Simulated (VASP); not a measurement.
# W (Im-3m) in VASP: notebook

W is run at these levels: LDA, PBEsol, PBE, r2SCAN+rVV10; tasks: single point, relaxation of cell and atoms.

All numbers are computed with VASP 6.6.1; they aren't measurements. Logs are shortened: lines on timing, memory, paths and dates and some standing lists are left out, and cuts for length are marked.

## 1. The cell of the first run

Symmetry: Im-3m, No. 229, cubic system. The conventional cell has a = 3.134 Å, b = 3.134 Å, c = 3.134 Å, α = 90.00°, β = 90.00°, γ = 90.00°. Within 3.6 Å of W (site symmetry m-3m) lie 14 W at 2.71 to 3.13 Å.

## 2. Single point, LDA

Input file INCAR:

```
ALGO = Normal
EDIFF = 1E-6
ENCUT = 520
GGA = CA
ISIF = 2
ISMEAR = -1
LASPH = True
LCHARG = False
LREAL = False
LWAVE = False
NBANDS = 13
NELM = 80
PREC = Accurate
SIGMA = 0.1
```

Input file KPOINTS:

```
k-points
0
Gamma
  12 12 12
```

Input file POSCAR:

```
W
1.0
   -1.5672461304      1.5672461304      1.5672461304
    1.5672461304     -1.5672461304      1.5672461304
    1.5672461304      1.5672461304     -1.5672461304
W
1
Direct
    0.0000000000      0.0000000000      0.0000000000
```

Potentials or basis: VASP PAW LDA potentials, release 64 (W_sv).

Run with:

```bash
$ cat potpaw_LDA.64/W_sv/POTCAR > POTCAR
$ mpirun -np 1 vasp_std > vasp.out
```

OUTCAR:

```text
EDIFF = 1E-6
   ENCUT = 520
   GGA = CA
   ISIF = 2
   ISMEAR = -1
   LASPH = True
   LREAL = False
   NELM = 80
   PREC = Accurate

 ion  position               nearest neighbor table
   1  0.000  0.000  0.000-

  LATTYP: Found a body centered cubic cell.
 ALAT       =     3.1344922608

  Lattice vectors:

 A1 = (  -1.5672461304,   1.5672461304,   1.5672461304)
 A2 = (   1.5672461304,  -1.5672461304,   1.5672461304)
 A3 = (   1.5672461304,   1.5672461304,  -1.5672461304)

Analysis of symmetry for initial positions (statically):
=====================================================================
 Subroutine PRICEL returns:
 Original cell was already a primitive cell.

 Routine SETGRP: Setting up the symmetry group for a
 body centered cubic supercell.

 Subroutine GETGRP returns: Found 48 space group operations
 (whereof 48 operations were pure point group operations)
 out of a pool of 48 trial point group operations.

The static configuration has the point symmetry O_h .

Analysis of symmetry for dynamics (positions and initial velocities):
=====================================================================
 Subroutine PRICEL returns:
 Original cell was already a primitive cell.

 Routine SETGRP: Setting up the symmetry group for a
 body centered cubic supercell.

 Subroutine GETGRP returns: Found 48 space group operations
 (whereof 48 operations were pure point group operations)
 out of a pool of 48 trial point group operations.

The dynamic configuration has the point symmetry O_h .

 Subroutine INISYM returns: Found 48 space group operations
 (whereof 48 operations are pure point group operations),
 and found     1 'primitive' translations

----------------------------------------------------------------------------------------

                                     Primitive cell

  volume of cell :      15.3983

  direct lattice vectors                    reciprocal lattice vectors
    -1.567246130  1.567246130  1.567246130     0.000000000  0.319030936  0.319030936
     1.567246130 -1.567246130  1.567246130     0.319030936  0.000000000  0.319030936
     1.567246130  1.567246130 -1.567246130     0.319030936  0.319030936  0.000000000

  length of vectors
     2.714549926  2.714549926  2.714549926     0.451177877  0.451177877  0.451177877

  position of ions in fractional coordinates (direct lattice)
     0.000000000  0.000000000  0.000000000

  ion indices of the primitive-cell ions
   primitive index   ion index
                 1           1

----------------------------------------------------------------------------------------

 KPOINTS: k-points

Automatic generation of k-mesh.
 Grid dimensions read from file:
 generate k-points for:   12   12   12

 Generating k-lattice:

  Cartesian coordinates                     Fractional coordinates (reciprocal lattice)
     0.000000000  0.026585911  0.026585911     0.083333333  0.000000000  0.000000000
     0.026585911  0.000000000  0.026585911     0.000000000  0.083333333  0.000000000
     0.026585911  0.026585911  0.000000000     0.000000000  0.000000000  0.083333333

  Length of vectors
     0.037598156  0.037598156  0.037598156

  Shift w.r.t. Gamma in fractional coordinates (k-lattice)
     0.000000000  0.000000000  0.000000000

 Subroutine IBZKPT returns following result:
 ===========================================

 Found     72 irreducible k-points:

 Following reciprocal coordinates:
            Coordinates               Weight
  0.000000  0.000000  0.000000      1.000000
  0.083333  0.000000  0.000000     12.000000
  0.166667  0.000000  0.000000     12.000000
  0.250000  0.000000  0.000000     12.000000
  0.333333  0.000000  0.000000     12.000000
  0.416667  0.000000  0.000000     12.000000
[... 16 lines left out ...]
  0.333333  0.083333  0.083333     24.000000
  0.416667  0.083333  0.083333     12.000000
 [... further k-points ...]
   k-points           NKPTS =     72   k-points in BZ     NKDIM =     72   number of bands    NBANDS=     13
   number of dos      NEDOS =    301   number of ions     NIONS =      1
   total plane-waves  NPLWV =   8000
   dimension x,y,z NGX =    20 NGY =   20 NGZ =   20
   dimension x,y,z NGXF=    40 NGYF=   40 NGZF=   40
   ions per type =               1
   NGX,Y,Z   is equivalent  to a cutoff of  12.25, 12.25, 12.25 a.u.
   NGXF,Y,Z  is equivalent  to a cutoff of  24.50, 24.50, 24.50 a.u.
 SYSTEM =  unknown system
   PREC   = accura    normal or accurate (medium, high low for compatibility)
   ISTART =      0    job   : 0-new  1-cont  2-samecut
   ICHARG =      2    charge: 1-file 2-atom 10-const
   ISPIN  =      1    spin polarized calculation?
   LNONCOLLINEAR =      F non collinear calculations
   LSORBIT =      F    spin-orbit coupling
   LASPH  =      T    aspherical Exc in radial PAW
   ENCUT  =  520.0 eV  38.22 Ry    6.18 a.u.   5.05  5.05  5.05*2*pi/ulx,y,z
   NELM   =     80;   NELMIN=  2; NELMDL= -5     # of ELM steps
   EDIFF  = 0.1E-05   stopping-criterion for ELM
   LREAL  =      F    real-space projection
   EDIFFG = 0.1E-04   stopping-criterion for IOM
   NSW    =      0    number of steps for IOM
   IBRION =     -1    ionic relax: 0-MD 1-quasi-New 2-CG
   NFREE  =      0    steps in history (QN), initial steepest desc. (CG)
   ISIF   =      2    stress and relaxation
   ISYM   =      2    0-nonsym 1-usesym 2-fastsym
   POTIM  = 0.5000    time-step for ionic-motion
   TEBEG  =    0.0;   TEEND  =   0.0 temperature during run
   PSTRESS=    0.0 pullay stress
   NELECT =      14.0000    total number of electrons
   NUPDOWN=      -1.0000    fix difference up-down
   EMIN   =  10.00;   EMAX   =-10.00  energy-range for DOS
   EFERMI =   0.00;   METHOD = LEGACY
   ISMEAR =    -1;   SIGMA  =   0.10  broadening in eV -4-tet -1-fermi 0-gaus
   EFERMI_NEDOS =   21; number of points for ismear=-14 and -15
   IALGO  =     38    algorithm
   IMIX   =      4    mixing-type and parameters
     AMIX     =   0.40;   BMIX     =  1.00
     AMIX_MAG =   1.60;   BMIX_MAG =  1.00
  volume/ion in A,a.u.               =      15.40       103.91
  Fermi-wavevector in a.u.,A,eV,Ry     =   1.585965  2.997040 34.222536  2.515285
  Thomas-Fermi vector in A             =   2.685349
   LORBIT       =      0    0 simple, 1 ext, 2 COOP (PROOUT), +10 PAW based schemes
   GGA     = CA    functional components
   LHFCALC =     F    Hartree Fock is set to
   AEXX    =    0.0000 exact exchange contribution
   IVDW    =     0    specifies the selected vdW correction
   LEPSILON=     F    determine dielectric tensor
   LRPA    =     F    only Hartree local field effects (RPA)
 non-spin polarized calculation
  energy-cutoff  :      520.00
  volume of cell :       15.40
 maximum number of plane-waves:       430
   NGX =  9   NGY =  9   NGZ =  9

 number of electron      14.0000004 magnetization

 Free energy of the ion-electron system (eV)
  ---------------------------------------------------
  ext. energy  EPLUGINS =         0.00000000
  ---------------------------------------------------
  free energy    TOTEN  =       -14.11380095 eV

  energy without entropy =      -14.09660165  energy(sigma->0) =      -14.10520130

 E-fermi :  11.7199     XC(G=0): -13.9914

 val. band max:       11.6878915555   @ k =  -0.1667   0.1667   0.1667
 cond. band min:      11.7207376737   @ k =   0.4167   0.0000   0.0000
 fundamental gap:      0.0328461181
 Fermi energy:        11.7199034274

 k-point     1 :       0.0000    0.0000    0.0000
  band No.  band energies     occupation
      1     -61.9535      2.00000
      2     -25.7157      2.00000
      3     -25.7157      2.00000
      4     -25.7157      2.00000
      5       2.0437      2.00000
      6      10.4433      1.99999
      7      10.4433      1.99999
      8      10.4433      1.99999
      9      14.0071      0.00000
     10      14.0071      0.00000
     11      26.3843      0.00000
     12      26.3843      0.00000
     13      26.3843      0.00000

 k-point     2 :       0.0833    0.0000    0.0000
  band No.  band energies     occupation
      1     -61.9431      2.00000
      2     -25.8207      2.00000
      3     -25.7482      2.00000
      4     -25.7164      2.00000
      5       2.3909      2.00000
      6      10.2344      2.00000
      7      10.3907      2.00000
      8      10.7809      1.99983
      9      13.6919      0.00000
     10      14.0103      0.00000
     11      26.6750      0.00000
     12      26.9708      0.00000
     13      27.2277      0.00000

 k-point     3 :       0.1667    0.0000    0.0000
  band No.  band energies     occupation
      1     -61.9144      2.00000
      2     -26.1006      2.00000
      3     -25.8360      2.00000
      4     -25.7181      2.00000
      5       3.3330      2.00000
      6       9.7106      2.00000
      7      10.1343      2.00000
      8      11.7687      0.76095
      9      13.2857      0.00000
     10      14.0550      0.00000
     11      27.1841      0.00000
     12      28.6196      0.00000
     13      28.9056      0.00000

 k-point     4 :       0.2500    0.0000    0.0000
  band No.  band energies     occupation
      1     -61.8751      2.00000
      2     -26.4678      2.00000
      3     -25.9538      2.00000
      4     -25.7205      2.00000
      5       4.5117      2.00000
      6       9.0810      2.00000
      7       9.8441      2.00000
      8      13.3244      0.00000
      9      13.3770      0.00000
     10      14.2052      0.00000
     11      26.7269      0.00000
     12      28.7393      0.00000
     13      31.0934      0.00000

 k-point     5 :       0.3333    0.0000    0.0000
  band No.  band energies     occupation
      1     -61.8357      2.00000
      2     -26.8194      2.00000
      3     -26.0693      2.00000
      4     -25.7230      2.00000
      5       5.2514      2.00000
      6       8.5248      2.00000
      7      10.3351      2.00000
      8      13.7797      0.00000
      9      14.4781      0.00000
     10      15.2751      0.00000
     11      25.2302      0.00000
     12      26.4548      0.00000
     13      33.5034      0.00000
[... 257 lines left out ...]
 k-point    22 :       0.2500    0.0833    0.0833
  band No.  band energies     occupation
      1     -61.8284      2.00000
      2     -26.8282      2.00000
      3     -26.0805      2.00000
      4     -25.8123      2.00000
      5       5.9552      2.00000
      6       8.3959      2.00000
      7       9.4566      2.00000
      8      13.9171      0.00000
      9      14.5545      0.00000
     10      16.7351      0.00000
     11      25.9416      0.00000
     12      25.9595      0.00000
     13      30.0016      0.00000

 k-point    23 :       0.3333    0.0833    0.0833
  band No.  band energies     occupation
      1     -61.8027      2.00000
      2     -27.0018      2.00000
      3     -26.2037      2.00000
      4     -25.8200      2.00000
      5       6.0510      2.00000
      6       8.0990      2.00000
      7      10.7952      1.99981
      8      14.1626      0.00000
      9      14.8488      0.00000
     10      18.6416      0.00000
     11      23.2597      0.00000
     12      24.6376      0.00000
     13      28.8252      0.00000

 k-point    24 :       0.4167    0.0833    0.0833
  band No.  band energies     occupation
      1     -61.7933      2.00000
      2     -27.0631      2.00000
      3     -26.2499      2.00000
      4     -25.8228      2.00000
      5       5.9961      2.00000
      6       7.9983      2.00000
      7      11.6584      1.29821
      8      14.1847      0.00000
      9      14.9693      0.00000
     10      19.4966      0.00000
     11      22.0905      0.00000
     12      24.1507      0.00000
     13      28.3115      0.00000

 [... further k-points ...]

------------------------ aborting loop because EDIFF is reached ----------------------------------------

  FORCE on cell =-STRESS in cart. coord.  units (eV):
  Direction    XX          YY          ZZ          XY          YZ          ZX
  --------------------------------------------------------------------------------------
  -------------------------------------------------------------------------------------
  Total        0.1860128      0.1860128      0.1860128     -0.0000000     -0.0000000      0.0000000
  in kB       19.3544958     19.3544958     19.3544958     -0.0000000     -0.0000000      0.0000000
  external PRESSURE =      19.3544958 kB  Pullay stress =       0.0000000 kB

 VOLUME and BASIS-vectors are now :
 -----------------------------------------------------------------------------
  energy-cutoff  :      520.00
  volume of cell :       15.40
      direct lattice vectors                 reciprocal lattice vectors
    -1.567246130  1.567246130  1.567246130     0.000000000  0.319030936  0.319030936
     1.567246130 -1.567246130  1.567246130     0.319030936  0.000000000  0.319030936
     1.567246130  1.567246130 -1.567246130     0.319030936  0.319030936  0.000000000

 POSITION                                       TOTAL-FORCE (eV/Angst)
 -----------------------------------------------------------------------------------
      0.00000      0.00000      0.00000         0.000000     -0.000000      0.000000
 -----------------------------------------------------------------------------------
    total drift:                                0.000000     -0.000000      0.000000

  FREE ENERGIE OF THE ION-ELECTRON SYSTEM (eV)
  ---------------------------------------------------
  free  energy   TOTEN  =       -14.1138009515 eV

  energy  without entropy=      -14.0966016503  energy(sigma->0) =      -14.10520130
```

Wall time 16 s (1 thread of Intel Xeon Platinum 8375C at 2.90GHz (Ice Lake), shared host); peak memory 0.13 GiB.

Results:

* Free energy: -14.1138 eV
* Pressure: 1.9 GPa
* Band gap on the k mesh: zero (band 7 reaches 17.12 eV, above the bottom of band 8 at 10.44 eV)

Levels at points of the mesh, in eV from the Fermi level:
```csv
k point,band 4,band 5,band 6,band 7,band 8,band 9,band 10,band 11
"(0.00, 0.00, 0.00)",-37.44,-9.68,-1.28,-1.28,-1.28,2.29,2.29,14.66
"(0.50, 0.00, 0.00)",-37.45,-6.42,-3.70,0.97,2.21,3.21,6.44,11.60
"(0.50, 0.50, 0.50)",-38.44,-6.06,-6.06,5.40,5.40,5.40,8.62,8.62
```

Caveat: spin-orbit coupling is left out, which moves the levels of the heavy elements.

## 3. Single point, PBEsol

This run uses another cell than the first one, of 15.69 Å³/atom, 1.019 times its volume.

Input file INCAR:

```
SYSTEM = W
PREC     = Accurate       ! precision mode
ENCUT    = 520            ! plane-wave cutoff, eV
EDIFF    = 1E-6           ! SCF threshold, eV
ISMEAR   = -1             ! smearing method
SIGMA    = 0.1            ! smearing width, eV
LREAL    = .FALSE.        ! projectors in reciprocal space
LASPH    = .TRUE.         ! aspherical terms in the spheres
NELM     = 100            ! most SCF steps
ALGO     = Normal         ! electronic algorithm
ISIF     = 2              ! what is computed and relaxed
LWAVE    = .FALSE.        ! write WAVECAR
LCHARG   = .FALSE.        ! write CHGCAR
GGA      = PS             ! functional
NBANDS   = 13             ! bands
```

Input file KPOINTS:

```
Automatic mesh
0
G
  12 12 12
  0 0 0
```

Input file POSCAR:

```
W
1.0
   -1.5770667516      1.5770667516      1.5770667516
    1.5770667516     -1.5770667516      1.5770667516
    1.5770667516      1.5770667516     -1.5770667516
W
1
Direct
    0.0000000000      0.0000000000      0.0000000000
```

Potentials or basis: VASP PAW PBE potentials, release 64 (W_sv).

Run with:

```bash
$ cat potpaw_PBE.64/W_sv/POTCAR > POTCAR
$ mpirun -np 1 vasp_std > vasp.out
```

Run time: 17 s. Hardware: 1 thread of Intel Xeon Platinum 8375C at 2.90GHz (Ice Lake), shared host; peak memory 0.13 GiB.

It converged, with:

```
Free energy            : -13.8134 eV
Pressure               : 0.7 GPa
Band gap on the k mesh : zero (band 7 reaches 16.68 eV, above the bottom of band 8 at 10.17 eV)
```

Levels at points of the mesh, in eV from the Fermi level:
| k point | band 5 | band 6 | band 7 | band 8 | band 9 | band 10 |
| --- | --- | --- | --- | --- | --- | --- |
| (0.00, 0.00, 0.00) | -9.64 | -1.18 | -1.18 | -1.18 | 2.33 | 2.33 |
| (0.50, 0.00, 0.00) | -6.29 | -3.55 | 0.80 | 2.23 | 3.22 | 6.33 |
| (0.50, 0.50, 0.50) | -5.87 | -5.87 | 5.32 | 5.32 | 5.32 | 8.41 |

Caveat: the PAW data sets were made with another functional, which shifts forces and pressure a little; spin-orbit coupling is left out, which moves the levels of the heavy elements.

[end of part 1 of 2]
